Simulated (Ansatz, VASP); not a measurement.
## Two plane-wave programs on AlN

```
CELL_PARAMETERS angstrom
0.00000 2.02361 2.02361
2.02361 0.00000 2.02361
2.02361 2.02361 0.00000
ATOMIC_POSITIONS crystal
Al 0.50000 0.50000 0.50000
N 0.00000 0.00000 0.00000
```

Alike in both runs: task single point; functional PBEsol; k mesh 10 × 10 × 10; occupations gaussian, width 0.02 eV; no spin polarisation.

|  | VASP | Ansatz |
| --- | --- | --- |
| version | VASP 6.6.1 | Ansatz 0.2.0 |
| potentials or method | VASP PAW PBE potentials, release 64 (Al, N), cutoff 520 eV | scalar-relativistic, plane waves, PAW |
| valence electrons in the cell | 8 | 8 |

```csv
,VASP,Ansatz,Ansatz less VASP
gap on the k mesh at the Fermi level (eV),4.53,4.53,+0.005
least direct gap on the mesh (eV),5.63,5.61,-0.020
pressure (GPa),-0.5,-0.4,+0.10
```

VASP's potentials were made for PBE, not for PBEsol. With one functional, cell and mesh, what is left measures potentials, basis and numerics.
